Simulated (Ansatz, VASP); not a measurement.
Two plane-wave programs on BeS

```xyz
2
Lattice="0.0000 2.3173 2.3173 2.4519 0.0000 2.3173 2.4519 2.3173 0.0000" Properties=species:S:1:pos:R:3 pbc="T T T"
Be    0.0000    0.0000    0.0000
S     2.4519    2.3173    2.3173
```

Change from the starting cell: uniaxial_x strain +5.8%.

Alike in both runs: task single point; functional HSE06; k mesh 6 × 6 × 6; no spin polarisation.

|  | VASP | Ansatz |
| --- | --- | --- |
| version | VASP 6.6.1 | Ansatz 0.2.0 |
| potentials or method | VASP PAW PBE potentials, release 64 (Be, S) | plane waves, PAW |
| plane-wave cutoff (eV) | 520 | 420 |
| occupations | gaussian, width 0.01 eV | fixed |
| valence electrons in the cell | 8 | 8 |

|  | VASP | Ansatz | Ansatz less VASP |
| --- | --- | --- | --- |
| gap on the k mesh at the Fermi level (eV) | 1.41 | 1.42 | +0.008 |
| pressure (GPa) | -6.9 | -6.7 | +0.19 |
| traceless stress, the component that is largest in VASP (GPa) | -2.06 | -2.04 | +0.017 |

Ansatz's warnings: stress exchange threshold loose, stress scf threshold loose.
